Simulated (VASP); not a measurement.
# TiSi16 (a cell with a defect) in VASP: a series of runs

Runs on TiSi16 (a cell with a defect). Level: PBE. Tasks: single point.

Everything below comes from runs of VASP 6.6.1. Logs are shortened: lines on timing, memory, paths and dates and some standing lists are left out, and cuts for length are marked.

### 1 The cell of the first run

The cell holds a defect, 17 atoms: a = 7.679 Å, b = 7.679 Å, c = 7.679 Å, α = 60.00°, β = 60.00°, γ = 60.00°.

### 2 Single point, PBE

File INCAR:

```
  PREC = Accurate
  ENCUT = 520
  EDIFF = 1E-6
  ISMEAR = 0
  SIGMA = 0.05
  LREAL = Auto
  LASPH = T
  NELM = 80
  ALGO = Normal
  ISIF = 2
  LWAVE = F
  LCHARG = F
  GGA = PE
  NBANDS = 52
```

File KPOINTS:

```
regular mesh
0
Gamma
  2 2 2
```

File POSCAR:

```
TiSi16
1.0
    0.0000000000      5.4300000000      5.4300000000
    5.4300000000      0.0000000000      5.4300000000
    5.4300000000      5.4300000000      0.0000000000
Si Ti
16 1
Direct
    0.0370587477     -0.0121955801     -0.0124546961
    0.1326633517      0.1258049724      0.1255432781
   -0.0078708103      0.0091783610      0.4993334254
    0.1327114180      0.1257808471      0.6159362799
   -0.0079039595      0.4995945672      0.0089328729
    0.1326786372      0.6161988950      0.1255349908
   -0.0078559853      0.4995696133      0.4993259669
    0.0877441989      0.6375745856      0.6373232044
    0.5033158379      0.0121675875      0.0119392265
    0.6629184162      0.1125014733      0.1122723757
    0.5033703499      0.0121351750      0.4725488029
    0.6214709024      0.1525657459      0.6129841621
    0.5033313996      0.4727724678      0.0119288214
    0.6214378453      0.6132028545      0.1523623389
    0.4618860037      0.5128392265      0.5126392265
    0.6214887661      0.6131742173      0.6129732965
    0.5623906998      0.8126720994      0.8124623389
```

Potentials or basis: VASP PAW PBE potentials, release 64 (Si, Ti_sv).

The run is started by

```console
cat potpaw_PBE.64/Si/POTCAR potpaw_PBE.64/Ti_sv/POTCAR > POTCAR
mpirun -np 1 vasp_std > vasp.out
```

OUTCAR:

```text
PREC = Accurate
   ENCUT = 520
   EDIFF = 1E-6
   ISMEAR = 0
   LREAL = Auto
   LASPH = T
   NELM = 80
   ISIF = 2
   GGA = PE

 ion  position               nearest neighbor table
   1  0.037  0.988  0.988-   2 2.34   6 2.34   4 2.34  10 2.35
   2  0.133  0.126  0.126-   9 2.33   1 2.34   3 2.35   5 2.35
   3  0.992  0.009  0.499-  12 2.33   8 2.34   4 2.35   2 2.35
   4  0.133  0.126  0.616-  11 2.33   1 2.34   3 2.35   7 2.35
   5  0.992  0.500  0.009-  14 2.33   8 2.34   2 2.35   6 2.35
   6  0.133  0.616  0.126-  13 2.33   1 2.34   7 2.35   5 2.35
   7  0.992  0.500  0.499-  16 2.33   8 2.34   4 2.35   6 2.35
   8  0.088  0.638  0.637-   7 2.34   3 2.34   5 2.34  15 2.35
   9  0.503  0.012  0.012-  10 2.27   2 2.33  17 2.42  12 2.50  14 2.50
  10  0.663  0.113  0.112-  13 2.27  11 2.27   9 2.27   1 2.35
  11  0.503  0.012  0.473-  10 2.27   4 2.33  17 2.42  16 2.50  12 2.50
  12  0.621  0.153  0.613-  15 2.27   3 2.33  17 2.42   9 2.50  11 2.50
  13  0.503  0.473  0.012-  10 2.27   6 2.33  17 2.42  16 2.50  14 2.50
  14  0.621  0.613  0.152-  15 2.27   5 2.33  17 2.42   9 2.50  13 2.50
  15  0.462  0.513  0.513-  14 2.27  12 2.27  16 2.27   8 2.35
  16  0.621  0.613  0.613-  15 2.27   7 2.33  17 2.42  13 2.50  11 2.50
  17  0.562  0.813  0.812-  14 2.42  11 2.42  13 2.42  12 2.42   9 2.42  16 2.42

  LATTYP: Found a face centered cubic cell.
 ALAT       =    10.8600000000

  Lattice vectors:

 A1 = (   0.0000000000,   5.4300000000,   5.4300000000)
 A2 = (   5.4300000000,   0.0000000000,   5.4300000000)
 A3 = (   5.4300000000,   5.4300000000,   0.0000000000)

Analysis of symmetry for initial positions (statically):
=====================================================================
 Subroutine PRICEL returns:
 Original cell was already a primitive cell.

 Routine SETGRP: Setting up the symmetry group for a
 face centered cubic supercell.

 Subroutine GETGRP returns: Found  1 space group operations
 (whereof  1 operations were pure point group operations)
 out of a pool of 48 trial point group operations.

The static configuration has the point symmetry C_1 .

Analysis of symmetry for dynamics (positions and initial velocities):
=====================================================================
 Subroutine PRICEL returns:
 Original cell was already a primitive cell.

 Routine SETGRP: Setting up the symmetry group for a
 face centered cubic supercell.

 Subroutine GETGRP returns: Found  1 space group operations
 (whereof  1 operations were pure point group operations)
 out of a pool of 48 trial point group operations.

The dynamic configuration has the point symmetry C_1 .

 Subroutine INISYM returns: Found  1 space group operations
 (whereof  1 operations are pure point group operations),
 and found     1 'primitive' translations

----------------------------------------------------------------------------------------

                                     Primitive cell

  volume of cell :     320.2060

  direct lattice vectors                    reciprocal lattice vectors
     0.000000000  5.430000000  5.430000000    -0.092081031  0.092081031  0.092081031
     5.430000000  0.000000000  5.430000000     0.092081031 -0.092081031  0.092081031
     5.430000000  5.430000000  0.000000000     0.092081031  0.092081031 -0.092081031

  length of vectors
     7.679179644  7.679179644  7.679179644     0.159489025  0.159489025  0.159489025

  position of ions in fractional coordinates (direct lattice)
     0.037058748  0.987804420  0.987545304
     0.132663352  0.125804972  0.125543278
     0.992129190  0.009178361  0.499333425
     0.132711418  0.125780847  0.615936280
     0.992096041  0.499594567  0.008932873
     0.132678637  0.616198895  0.125534991
[... 9 lines left out ...]
     0.621488766  0.613174217  0.612973297
     0.562390700  0.812672099  0.812462339

  ion indices of the primitive-cell ions
   primitive index   ion index
                 1           1
                 2           2
                 3           3
                 4           4
                 5           5
                 6           6
[... 9 lines left out ...]
                16          16
                17          17

----------------------------------------------------------------------------------------

 KPOINTS: regular mesh

Automatic generation of k-mesh.
 Grid dimensions read from file:
 generate k-points for:    2    2    2

 Generating k-lattice:

  Cartesian coordinates                     Fractional coordinates (reciprocal lattice)
    -0.046040516  0.046040516  0.046040516     0.500000000  0.000000000  0.000000000
     0.046040516 -0.046040516  0.046040516     0.000000000  0.500000000  0.000000000
     0.046040516  0.046040516 -0.046040516     0.000000000  0.000000000  0.500000000

  Length of vectors
     0.079744512  0.079744512  0.079744512

  Shift w.r.t. Gamma in fractional coordinates (k-lattice)
     0.000000000  0.000000000  0.000000000

 Subroutine IBZKPT returns following result:
 ===========================================

 Found      8 irreducible k-points:

 Following reciprocal coordinates:
            Coordinates               Weight
  0.000000  0.000000  0.000000      1.000000
  0.500000  0.000000  0.000000      1.000000
  0.000000  0.500000  0.000000      1.000000
  0.000000  0.000000  0.500000      1.000000
  0.500000  0.500000  0.500000      1.000000
  0.500000  0.500000  0.000000      1.000000
  0.000000  0.500000  0.500000      1.000000
  0.500000  0.000000  0.500000      1.000000
   k-points           NKPTS =      8   k-points in BZ     NKDIM =      8   number of bands    NBANDS=     52
   number of dos      NEDOS =    301   number of ions     NIONS =     17
   total plane-waves  NPLWV = 216000
   dimension x,y,z NGX =    60 NGY =   60 NGZ =   60
   dimension x,y,z NGXF=   120 NGYF=  120 NGZF=  120
   ions per type =              16   1
   NGX,Y,Z   is equivalent  to a cutoff of  12.99, 12.99, 12.99 a.u.
   NGXF,Y,Z  is equivalent  to a cutoff of  25.98, 25.98, 25.98 a.u.
 SYSTEM =  unknown system
   PREC   = accura    normal or accurate (medium, high low for compatibility)
   ISTART =      0    job   : 0-new  1-cont  2-samecut
   ICHARG =      2    charge: 1-file 2-atom 10-const
   ISPIN  =      1    spin polarized calculation?
   LNONCOLLINEAR =      F non collinear calculations
   LSORBIT =      F    spin-orbit coupling
   LASPH  =      T    aspherical Exc in radial PAW
   ENCUT  =  520.0 eV  38.22 Ry    6.18 a.u.  14.28 14.28 14.28*2*pi/ulx,y,z
   NELM   =     80;   NELMIN=  2; NELMDL= -5     # of ELM steps
   EDIFF  = 0.1E-05   stopping-criterion for ELM
   LREAL  =      T    real-space projection
   EDIFFG = 0.1E-04   stopping-criterion for IOM
   NSW    =      0    number of steps for IOM
   IBRION =     -1    ionic relax: 0-MD 1-quasi-New 2-CG
   NFREE  =      0    steps in history (QN), initial steepest desc. (CG)
   ISIF   =      2    stress and relaxation
   ISYM   =      2    0-nonsym 1-usesym 2-fastsym
   POTIM  = 0.5000    time-step for ionic-motion
   TEBEG  =    0.0;   TEEND  =   0.0 temperature during run
   PSTRESS=    0.0 pullay stress
   NELECT =      76.0000    total number of electrons
   NUPDOWN=      -1.0000    fix difference up-down
   EMIN   =  10.00;   EMAX   =-10.00  energy-range for DOS
   EFERMI =   0.00;   METHOD = LEGACY
   ISMEAR =     0;   SIGMA  =   0.05  broadening in eV -4-tet -1-fermi 0-gaus
   EFERMI_NEDOS =   21; number of points for ismear=-14 and -15
   IALGO  =     38    algorithm
   IMIX   =      4    mixing-type and parameters
     AMIX     =   0.40;   BMIX     =  1.00
     AMIX_MAG =   1.60;   BMIX_MAG =  1.00
  volume/ion in A,a.u.               =      18.84       127.11
  Fermi-wavevector in a.u.,A,eV,Ry     =   1.013607  1.915439 13.978610  1.027399
  Thomas-Fermi vector in A             =   2.146786
   LORBIT       =      0    0 simple, 1 ext, 2 COOP (PROOUT), +10 PAW based schemes
   GGA     = PE    functional components
   LHFCALC =     F    Hartree Fock is set to
   AEXX    =    0.0000 exact exchange contribution
   IVDW    =     0    specifies the selected vdW correction
   LEPSILON=     F    determine dielectric tensor
   LRPA    =     F    only Hartree local field effects (RPA)
 non-spin polarized calculation
 Gauss-broadening in eV      SIGMA  =   0.05
  energy-cutoff  :      520.00
  volume of cell :      320.21
 maximum number of plane-waves:      8646
 NGX is ok and might be reduce to    60
   NGX = 29   NGY = 29   NGZ = 29

 number of electron      76.0000003 magnetization

 Free energy of the ion-electron system (eV)
  ---------------------------------------------------
  ext. energy  EPLUGINS =         0.00000000
  ---------------------------------------------------
  free energy    TOTEN  =       -90.48438581 eV

  energy without entropy =      -90.46435215  energy(sigma->0) =      -90.47436898

 E-fermi :   6.9065     XC(G=0):  -9.7451

 val. band max:        6.8907873335   @ k =   0.0000   0.5000   0.5000
 cond. band min:       6.9100706213   @ k =   0.0000   0.0000   0.0000
 fundamental gap:      0.0192832878
 Fermi energy:         6.9065204255

 k-point     1 :       0.0000    0.0000    0.0000
  band No.  band energies     occupation
      1     -49.8525      2.00000
      2     -26.3199      2.00000
      3     -26.1887      2.00000
      4     -26.1886      2.00000
      5      -5.6619      2.00000
      6      -3.4641      2.00000
[... 42 lines left out ...]
     49       8.5363      0.00000
     50       8.9005      0.00000

 k-point     2 :       0.5000    0.0000    0.0000
  band No.  band energies     occupation
      1     -49.8525      2.00000
      2     -26.3199      2.00000
      3     -26.1887      2.00000
      4     -26.1886      2.00000
      5      -4.8789      2.00000
      6      -4.8366      2.00000
[... 310 lines left out ...]
 k-point     8 :       0.5000    0.0000    0.5000
  band No.  band energies     occupation
      1     -49.8525      2.00000
      2     -26.3199      2.00000
      3     -26.1887      2.00000
      4     -26.1886      2.00000
      5      -4.5875      2.00000
      6      -4.5500      2.00000
[... 42 lines left out ...]
     49      10.0104      0.00000
     50      10.4734      0.00000
 [bands above 50 left out]

------------------------ aborting loop because EDIFF is reached ----------------------------------------

  FORCE on cell =-STRESS in cart. coord.  units (eV):
  Direction    XX          YY          ZZ          XY          YZ          ZX
  --------------------------------------------------------------------------------------
  -------------------------------------------------------------------------------------
  Total       12.7024049     12.7032521     12.7022020      1.5706803     -1.5720838      1.5718147
  in kB       63.5575357     63.5617747     63.5565206      7.8590290     -7.8660515      7.8647049
  external PRESSURE =      63.5586104 kB  Pullay stress =       0.0000000 kB

 VOLUME and BASIS-vectors are now :
 -----------------------------------------------------------------------------
  energy-cutoff  :      520.00
  volume of cell :      320.21
      direct lattice vectors                 reciprocal lattice vectors
     0.000000000  5.430000000  5.430000000    -0.092081031  0.092081031  0.092081031
     5.430000000  0.000000000  5.430000000     0.092081031 -0.092081031  0.092081031
     5.430000000  5.430000000  0.000000000     0.092081031  0.092081031 -0.092081031

 POSITION                                       TOTAL-FORCE (eV/Angst)
 -----------------------------------------------------------------------------------
     10.72615      5.56360      5.56501        -0.035557      0.035569      0.035425
      1.36482      1.40206      1.40348         0.004810      0.019086      0.019852
      2.76122      8.09864      5.43710         0.020286     -0.020387      0.005555
      4.02752      4.06516      1.40361        -0.019213     -0.005114      0.019670
      2.76130      5.43559      8.09988         0.020465      0.005223     -0.019963
      4.02761      1.40210      4.06640        -0.019366      0.018871     -0.004397
[... 9 lines left out ...]
      6.65798      6.70313      6.70422        -0.015381     -0.000098      0.000182
      8.82448      7.46545      7.46659        -0.003240      0.003590     -0.001973
 -----------------------------------------------------------------------------------
    total drift:                               -0.006246      0.005137      0.001473

  FREE ENERGIE OF THE ION-ELECTRON SYSTEM (eV)
  ---------------------------------------------------
  free  energy   TOTEN  =       -90.4843858060 eV

  energy  without entropy=      -90.4643521546  energy(sigma->0) =      -90.47436898
```

Wall time 1.8 min (1 thread of Intel Xeon 6975P-C (Granite Rapids), shared host); peak memory 0.49 GiB.

What came out:

* Free energy: -90.4844 eV
* Pressure: 6.4 GPa
* Largest force: 0.063 eV/Å
* Band gap on the k mesh: zero (band 38 reaches 6.94 eV, above the bottom of band 39 at 6.72 eV)

Forces in eV/Å, atoms in the order of the input:
```
Si  -0.036  0.036  0.035
Si   0.005  0.019  0.020
Si   0.020 -0.020  0.006
Si  -0.019 -0.005  0.020
Si   0.020  0.005 -0.020
Si  -0.019  0.019 -0.004
Si  -0.005 -0.020 -0.020
Si   0.036 -0.036 -0.037
Si   0.015  0.001  0.000
Si  -0.028  0.028  0.028
Si   0.000 -0.015  0.001
Si   0.000  0.000  0.016
Si   0.000  0.000 -0.014
Si   0.000  0.015  0.000
Si   0.030 -0.030 -0.030
Si  -0.015  0.000  0.000
Ti  -0.003  0.004 -0.002
```

Stress tensor (GPa, compression positive):
```
 6.36  0.79  0.79
 0.79  6.36 -0.79
 0.79 -0.79  6.36
```

Caveat: the k points lie up to 0.50 Å⁻¹ apart.

### 3 Single point, PBE

File INCAR:

```
SYSTEM = TiSi16
  ALGO = Normal
  EDIFF = 1E-7
  ENCUT = 520
  GGA = PE
  ISIF = 2
  ISMEAR = 0
  LASPH = .True.
  LCHARG = .True.
  LELF = .True.
  LREAL = Auto
  LVHAR = .True.
  LWAVE = .False.
  NBANDS = 52
  NELM = 100
  PREC = Accurate
  SIGMA = 0.05
```

File KPOINTS:

```
k-points
0
Gamma
  2 2 2
  0 0 0
```

File POSCAR:

```
TiSi16
1.0
    0.0000000000      5.4300000000      5.4300000000
    5.4300000000      0.0000000000      5.4300000000
    5.4300000000      5.4300000000      0.0000000000
Si Ti
16 1
Direct
    0.0445880295     -0.0151587477     -0.0143519337
    0.1344365562      0.1257087477      0.1263496317
   -0.0098134438      0.0111891344      0.4996338858
    0.1347074586      0.1256069061      0.6140415285
   -0.0096460405      0.4989079190      0.0118097606
    0.1344241252      0.6134716390      0.1263530387
   -0.0097046041      0.4989281768      0.4995926335
    0.0802209945      0.6396283610      0.6404569061
    0.5050767035      0.0126072744      0.0116164825
    0.6691310313      0.1108183241      0.1096709945
    0.5050016575      0.0127486188      0.4698922652
    0.6198395948      0.1550233886      0.6122948435
    0.5052214549      0.4710997238      0.0115387661
    0.6194674033      0.6135116022      0.1539246777
    0.4556570902      0.5153029466      0.5141863720
    0.6198250460      0.6133101289      0.6123460405
    0.5624030387      0.8128328729      0.8122299263
```

Potentials or basis: VASP PAW PBE potentials, release 64 (Si, Ti_sv).

The run is started by

```console
cat potpaw_PBE.64/Si/POTCAR potpaw_PBE.64/Ti_sv/POTCAR > POTCAR
mpirun -np 1 vasp_std > vasp.out
```

Wall time 6.4 min (1 thread of AMD EPYC 7R43 (Zen 3), shared host); peak memory 0.46 GiB.

Results (log left out):

```yaml
Free_energy: -90.4972 eV
Pressure: 6.1 GPa
Largest_force: 0.053 eV/Å
Band_gap_on_the_k_mesh: zero (band 38 reaches 6.92 eV, above the bottom of band 39 at 6.72 eV)
```

Forces on the atoms (eV/Å):
```
Si  -0.029  0.019  0.033
Si   0.005  0.010  0.011
Si   0.001 -0.001  0.015
Si   0.001 -0.015  0.000
Si   0.018 -0.001 -0.018
Si  -0.015  0.015  0.000
Si  -0.010 -0.006 -0.005
Si   0.027 -0.037 -0.023
Si  -0.001  0.014  0.019
Si  -0.032  0.030  0.028
Si  -0.011  0.046  0.013
Si   0.015 -0.019 -0.032
Si  -0.014  0.011 -0.012
Si   0.013  0.020 -0.011
Si   0.033 -0.022 -0.031
Si   0.014 -0.023 -0.017
Ti  -0.013 -0.042  0.030
```

Stress tensor (GPa, compression positive):
```
 6.10  0.88  0.87
 0.88  6.09 -0.88
 0.87 -0.88  6.09
```

Levels at points of the mesh, in eV from the Fermi level:
| k point | band 36 | band 37 | band 38 | band 39 | band 40 | band 41 |
| --- | --- | --- | --- | --- | --- | --- |
| (0.00, 0.00, 0.00) | -0.78 | -0.23 | -0.23 | -0.17 | -0.17 | -0.07 |
| (0.50, 0.00, 0.00) | -1.34 | -0.22 | -0.22 | 0.32 | 0.50 | 0.82 |
| (0.00, 0.50, 0.00) | -1.07 | -0.78 | 0.03 | 0.37 | 0.67 | 0.67 |
| (0.00, 0.00, 0.50) | -1.07 | -0.78 | 0.03 | 0.37 | 0.67 | 0.67 |
| (0.50, 0.50, 0.50) | -1.07 | -0.78 | 0.03 | 0.37 | 0.67 | 0.67 |
| (0.50, 0.50, 0.00) | -1.59 | -0.20 | 0.00 | 0.29 | 0.55 | 0.81 |
| (0.00, 0.50, 0.50) | -1.59 | -0.20 | 0.00 | 0.29 | 0.55 | 0.81 |
| (0.50, 0.00, 0.50) | -1.59 | -0.20 | 0.00 | 0.29 | 0.55 | 0.81 |

Caveat: the k points lie up to 0.50 Å⁻¹ apart.
